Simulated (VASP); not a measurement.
# Ir (Pmma) in VASP: a series of runs, part 2 of 3

VASP 6.6.1. The steps go on from the part before.

**3. Single point, PBEsol**

This run uses another cell than the first one.

File INCAR:

```
SYSTEM = Ir
  ALGO = Normal
  EDIFF = 1E-6
  ENCUT = 520
  GGA = PS
  ISIF = 2
  ISMEAR = -1
  LASPH = .TRUE.
  LCHARG = .FALSE.
  LREAL = .FALSE.
  LWAVE = .FALSE.
  NBANDS = 16
  NELM = 80
  PREC = Accurate
  SIGMA = 0.05
```

File KPOINTS:

```
k-points
0
G
  3 13 4
  0 0 0
```

File POSCAR:

```
Ir
1.0
   12.1563202096      0.0000000000      0.0000000000
    0.0000000000      2.2184400853      0.0000000000
    0.0000000000      0.0000000000      7.1447233776
Ir
2
Direct
    0.2500000000      0.0000000000      0.1639900000
    0.7500000000      0.0000000000      0.8360100000
```

Potentials or basis: VASP PAW PBE potentials, release 64 (Ir).

On the command line:

```bash
$ cat potpaw_PBE.64/Ir/POTCAR > POTCAR
$ mpirun -np 1 vasp_std > vasp.out
```

OUTCAR:

```text
SYSTEM = Ir
   EDIFF = 1E-6
   ENCUT = 520
   GGA = PS
   ISIF = 2
   ISMEAR = -1
   LASPH = .TRUE.
   LREAL = .FALSE.
   NELM = 80
   PREC = Accurate

 ion  position               nearest neighbor table
   1  0.250  0.000  0.164-
   2  0.750  0.000  0.836-

  LATTYP: Found a simple orthorhombic cell.
 ALAT       =     2.2184400853
 B/A-ratio  =     3.2206068692
 C/A-ratio  =     5.4796702828

  Lattice vectors:

 A1 = (   0.0000000000,   2.2184400853,   0.0000000000)
 A2 = (   0.0000000000,   0.0000000000,   7.1447233776)
 A3 = (  12.1563202096,   0.0000000000,   0.0000000000)

Analysis of symmetry for initial positions (statically):
=====================================================================
 Subroutine PRICEL returns:
 Original cell was already a primitive cell.

 Routine SETGRP: Setting up the symmetry group for a
 simple orthorhombic supercell.

 Subroutine GETGRP returns: Found  8 space group operations
 (whereof  4 operations were pure point group operations)
 out of a pool of  8 trial point group operations.

The static configuration has the point symmetry C_2h.
 The point group associated with its full space group is D_2h.

Analysis of symmetry for dynamics (positions and initial velocities):
=====================================================================
 Subroutine PRICEL returns:
 Original cell was already a primitive cell.

 Routine SETGRP: Setting up the symmetry group for a
 simple orthorhombic supercell.

 Subroutine GETGRP returns: Found  8 space group operations
 (whereof  4 operations were pure point group operations)
 out of a pool of  8 trial point group operations.

The dynamic configuration has the point symmetry C_2h.
 The point group associated with its full space group is D_2h.

 Subroutine INISYM returns: Found  8 space group operations
 (whereof  4 operations are pure point group operations),
 and found     1 'primitive' translations

----------------------------------------------------------------------------------------

                                     Primitive cell

  volume of cell :     192.6794

  direct lattice vectors                    reciprocal lattice vectors
    12.156320210  0.000000000  0.000000000     0.082261736  0.000000000  0.000000000
     0.000000000  2.218440085  0.000000000     0.000000000  0.450767188  0.000000000
     0.000000000  0.000000000  7.144723378     0.000000000  0.000000000  0.139963431

  length of vectors
    12.156320210  2.218440085  7.144723378     0.082261736  0.450767188  0.139963431

  position of ions in fractional coordinates (direct lattice)
     0.250000000  0.000000000  0.163990000
     0.750000000  0.000000000  0.836010000

  ion indices of the primitive-cell ions
   primitive index   ion index
                 1           1
                 2           2

----------------------------------------------------------------------------------------

 KPOINTS: k-points

Automatic generation of k-mesh.
 Grid dimensions read from file:
 generate k-points for:    3   13    4

 Generating k-lattice:

  Cartesian coordinates                     Fractional coordinates (reciprocal lattice)
     0.027420579  0.000000000  0.000000000     0.333333333  0.000000000  0.000000000
     0.000000000  0.034674399  0.000000000     0.000000000  0.076923077  0.000000000
     0.000000000  0.000000000  0.034990858     0.000000000  0.000000000  0.250000000

  Length of vectors
     0.027420579  0.034674399  0.034990858

  Shift w.r.t. Gamma in fractional coordinates (k-lattice)
     0.000000000  0.000000000  0.000000000

 Subroutine IBZKPT returns following result:
 ===========================================

 Found     42 irreducible k-points:

 Following reciprocal coordinates:
            Coordinates               Weight
  0.000000  0.000000  0.000000      1.000000
  0.333333  0.000000  0.000000      2.000000
  0.000000  0.076923  0.000000      2.000000
  0.333333  0.076923  0.000000      4.000000
  0.000000  0.153846  0.000000      2.000000
  0.333333  0.153846  0.000000      4.000000
[... 16 lines left out ...]
  0.000000  0.307692  0.250000      4.000000
  0.333333  0.307692  0.250000      8.000000
 [... further k-points ...]
   k-points           NKPTS =     42   k-points in BZ     NKDIM =     42   number of bands    NBANDS=     16
   number of dos      NEDOS =    301   number of ions     NIONS =      2
   total plane-waves  NPLWV =  77760
   dimension x,y,z NGX =    90 NGY =   16 NGZ =   54
   dimension x,y,z NGXF=   180 NGYF=   32 NGZF=  108
   ions per type =               2
   NGX,Y,Z   is equivalent  to a cutoff of  12.31, 11.99, 12.56 a.u.
   NGXF,Y,Z  is equivalent  to a cutoff of  24.62, 23.98, 25.13 a.u.
 SYSTEM =  Ir
   PREC   = accura    normal or accurate (medium, high low for compatibility)
   ISTART =      0    job   : 0-new  1-cont  2-samecut
   ICHARG =      2    charge: 1-file 2-atom 10-const
   ISPIN  =      1    spin polarized calculation?
   LNONCOLLINEAR =      F non collinear calculations
   LSORBIT =      F    spin-orbit coupling
   LASPH  =      T    aspherical Exc in radial PAW
   ENCUT  =  520.0 eV  38.22 Ry    6.18 a.u.  22.60  4.12 13.28*2*pi/ulx,y,z
   NELM   =     80;   NELMIN=  2; NELMDL= -5     # of ELM steps
   EDIFF  = 0.1E-05   stopping-criterion for ELM
   LREAL  =      F    real-space projection
   EDIFFG = 0.1E-04   stopping-criterion for IOM
   NSW    =      0    number of steps for IOM
   IBRION =     -1    ionic relax: 0-MD 1-quasi-New 2-CG
   NFREE  =      0    steps in history (QN), initial steepest desc. (CG)
   ISIF   =      2    stress and relaxation
   ISYM   =      2    0-nonsym 1-usesym 2-fastsym
   POTIM  = 0.5000    time-step for ionic-motion
   TEBEG  =    0.0;   TEEND  =   0.0 temperature during run
   PSTRESS=    0.0 pullay stress
   NELECT =      18.0000    total number of electrons
   NUPDOWN=      -1.0000    fix difference up-down
   EMIN   =  10.00;   EMAX   =-10.00  energy-range for DOS
   EFERMI =   0.00;   METHOD = LEGACY
   ISMEAR =    -1;   SIGMA  =   0.05  broadening in eV -4-tet -1-fermi 0-gaus
   EFERMI_NEDOS =   21; number of points for ismear=-14 and -15
   IALGO  =     38    algorithm
   IMIX   =      4    mixing-type and parameters
     AMIX     =   0.40;   BMIX     =  1.00
     AMIX_MAG =   1.60;   BMIX_MAG =  1.00
  volume/ion in A,a.u.               =      96.34       650.13
  Fermi-wavevector in a.u.,A,eV,Ry     =   0.742826  1.403738  7.507570  0.551791
  Thomas-Fermi vector in A             =   1.837797
   LORBIT       =      0    0 simple, 1 ext, 2 COOP (PROOUT), +10 PAW based schemes
   GGA     = PS    functional components
   LHFCALC =     F    Hartree Fock is set to
   AEXX    =    0.0000 exact exchange contribution
   IVDW    =     0    specifies the selected vdW correction
   LEPSILON=     F    determine dielectric tensor
   LRPA    =     F    only Hartree local field effects (RPA)
 non-spin polarized calculation
  energy-cutoff  :      520.00
  volume of cell :      192.68
 maximum number of plane-waves:      5234
 NGX is ok and might be reduce to    90
   NGX = 45   NGY =  9   NGZ = 27

 number of electron      18.0000000 magnetization

 Free energy of the ion-electron system (eV)
  ---------------------------------------------------
  ext. energy  EPLUGINS =         0.00000000
  ---------------------------------------------------
  free energy    TOTEN  =       -10.82027747 eV

  energy without entropy =      -10.78018739  energy(sigma->0) =      -10.80023243

 E-fermi :  -3.4415     XC(G=0):  -4.1958

 val. band max:       -3.5931803024   @ k =   0.3333   0.3846   0.5000
 cond. band min:      -3.3635427321   @ k =   0.3333   0.4615   0.0000
 fundamental gap:      0.2296375703
 Fermi energy:        -3.4415351315

 k-point     1 :       0.0000    0.0000    0.0000
  band No.  band energies     occupation
      1     -11.2045      2.00000
      2     -11.2041      2.00000
      3      -5.8186      2.00000
      4      -5.7569      2.00000
      5      -5.1404      2.00000
      6      -5.1364      2.00000
[... 8 lines left out ...]
     15      -0.3453      0.00000
     16      -0.2337      0.00000
[... 419 lines left out ...]
 k-point    24 :       0.3333    0.3077    0.2500
  band No.  band energies     occupation
      1      -6.7537      2.00000
      2      -6.7529      2.00000
      3      -6.7522      2.00000
      4      -6.7514      2.00000
      5      -4.0861      1.99999
      6      -4.0804      1.99999
[... 8 lines left out ...]
     15       3.5848      0.00000
     16       3.9504      0.00000

 [... further k-points ...]

------------------------ aborting loop because EDIFF is reached ----------------------------------------

  FORCE on cell =-STRESS in cart. coord.  units (eV):
  Direction    XX          YY          ZZ          XY          YZ          ZX
  --------------------------------------------------------------------------------------
  -------------------------------------------------------------------------------------
  Total       -0.0303857      2.5862313     -0.0232339      0.0000000      0.0000000      0.0000000
  in kB       -0.2526650     21.5051603     -0.1931955      0.0000000      0.0000000      0.0000000
  external PRESSURE =       7.0197666 kB  Pullay stress =       0.0000000 kB

 VOLUME and BASIS-vectors are now :
 -----------------------------------------------------------------------------
  energy-cutoff  :      520.00
  volume of cell :      192.68
      direct lattice vectors                 reciprocal lattice vectors
    12.156320210  0.000000000  0.000000000     0.082261736  0.000000000  0.000000000
     0.000000000  2.218440085  0.000000000     0.000000000  0.450767188  0.000000000
     0.000000000  0.000000000  7.144723378     0.000000000  0.000000000  0.139963431

 POSITION                                       TOTAL-FORCE (eV/Angst)
 -----------------------------------------------------------------------------------
      3.03908      0.00000      1.17166        -0.000000      0.000000     -0.000846
      9.11724      0.00000      5.97306         0.000000      0.000000      0.000846
 -----------------------------------------------------------------------------------
    total drift:                               -0.000000      0.000000      0.000000

  FREE ENERGIE OF THE ION-ELECTRON SYSTEM (eV)
  ---------------------------------------------------
  free  energy   TOTEN  =       -10.8202774741 eV

  energy  without entropy=      -10.7801873883  energy(sigma->0) =      -10.80023243
```

OSZICAR:

```text
N       E                     dE             d eps       ncg     rms          rms(c)
DAV:   1     0.119385876989E+03    0.11939E+03   -0.58590E+03  1344   0.829E+02
DAV:   2     0.136333900169E+01   -0.11802E+03   -0.10405E+03  1528   0.202E+02
DAV:   3    -0.110131691532E+02   -0.12377E+02   -0.11225E+02  1840   0.638E+01
DAV:   4    -0.112090767453E+02   -0.19591E+00   -0.19518E+00  1480   0.109E+01
DAV:   5    -0.112124375060E+02   -0.33608E-02   -0.33605E-02  1616   0.113E+00    0.133E+01
DAV:   6    -0.108705279384E+02    0.34191E+00   -0.13239E+00  1760   0.891E+00    0.725E+00
DAV:   7    -0.108240921301E+02    0.46436E-01   -0.29595E-02  1424   0.128E+00    0.162E+00
DAV:   8    -0.108203650873E+02    0.37270E-02   -0.21424E-03  1464   0.371E-01    0.704E-02
DAV:   9    -0.108203119808E+02    0.53107E-04   -0.14473E-04  1728   0.666E-02    0.318E-02
DAV:  10    -0.108202853025E+02    0.26678E-04   -0.34492E-05  1384   0.425E-02    0.103E-02
DAV:  11    -0.108202800652E+02    0.52372E-05   -0.77791E-06  1344   0.307E-02    0.939E-03
DAV:  12    -0.108202777931E+02    0.22721E-05   -0.30674E-06  1216   0.989E-03    0.111E-03
DAV:  13    -0.108202774741E+02    0.31904E-06   -0.26913E-07  1008   0.464E-03
   1 F= -.10820277E+02 E0= -.10800232E+02  d E =-.400901E-01
```

stdout:

```text
POSCAR found type information on POSCAR Ir
 POSCAR found :  1 types and       2 ions
 scaLAPACK will be used
 -----------------------------------------------------------------------------
|                                                                             |
|                                                                             |
|     You enforced a specific xc type in the INCAR file but a different       |
|     I HOPE YOU KNOW WHAT YOU ARE DOING!                                     |
|                                                                             |
 -----------------------------------------------------------------------------

 LDA part: xc-table for (Slater+PW92), standard interpolation
 POSCAR, INCAR and KPOINTS ok, starting setup
 FFT: planning ... GRIDC
 FFT: planning ... GRID_SOFT
 FFT: planning ... GRID
 WAVECAR not read
 entering main loop
```

It took 60 s on 1 thread of AMD EPYC 7R13 (Zen 3), shared host; peak memory 0.29 GiB.

Results:

| Item | Value |
| --- | --- |
| Free energy | -10.8203 eV |
| Pressure | 0.7 GPa |
| Band gap on the k mesh | zero (bands 9 and 10 overlap by 3.52 eV) |

Caveat: the PAW data sets were made with another functional, which shifts forces and pressure a little; spin-orbit coupling is left out, which moves the levels of the heavy elements.

**4. Single point, PBEsol**

This run uses another cell than the first one.

File INCAR:

```
  ALGO = Normal
  EDIFF = 1E-7
  ENCUT = 520
  GGA = PS
  ISIF = 2
  ISMEAR = -1
  LASPH = T
  LCHARG = T
  LELF = T
  LREAL = F
  LVHAR = T
  LWAVE = F
  NBANDS = 16
  NELM = 80
  PREC = Accurate
  SIGMA = 0.05
```

File KPOINTS:

```
k-points
0
Gamma
  3 13 4
```

File POSCAR:

```
Ir
1.0
   12.2791196342      0.0000000000      0.0000000000
    0.0000000000      2.2408500877      0.0000000000
    0.0000000000      0.0000000000      7.2168971855
Ir
2
Direct
    0.2500000000      0.0000000000      0.1639900000
    0.7500000000      0.0000000000      0.8360100000
```

On the command line:

```bash
$ cat potpaw_PBE.64/Ir/POTCAR > POTCAR
$ mpirun -np 1 vasp_std > vasp.out
```

Run time: 83 s. Hardware: 1 thread of AMD EPYC 7R13 (Zen 3), shared host; peak memory 0.32 GiB.

The run converged. Its results:

```
Free energy            : -10.8335 eV
Pressure               : 0.0 GPa
Band gap on the k mesh : zero (bands 9 and 10 overlap by 3.36 eV)
```

Stress tensor (GPa, compression positive):
```
-0.02  0.00  0.00
 0.00  0.09  0.00
 0.00  0.00 -0.02
```

Levels at points of the mesh, in eV from the Fermi level:
```
           k point  band 5  band 6  band 7  band 8  band 9  band 10  band 11  band 12
(0.00, 0.00, 0.00)   -1.62   -1.61   -1.61   -1.61    2.43     2.43     2.43     2.43
(0.00, 0.00, 0.50)   -1.61   -1.61   -1.61   -1.60    2.43     2.43     2.43     2.43
```

Caveat: the PAW data sets were made with another functional, which shifts forces and pressure a little; spin-orbit coupling is left out, which moves the levels of the heavy elements.

(Continued in part 3 of 3.)
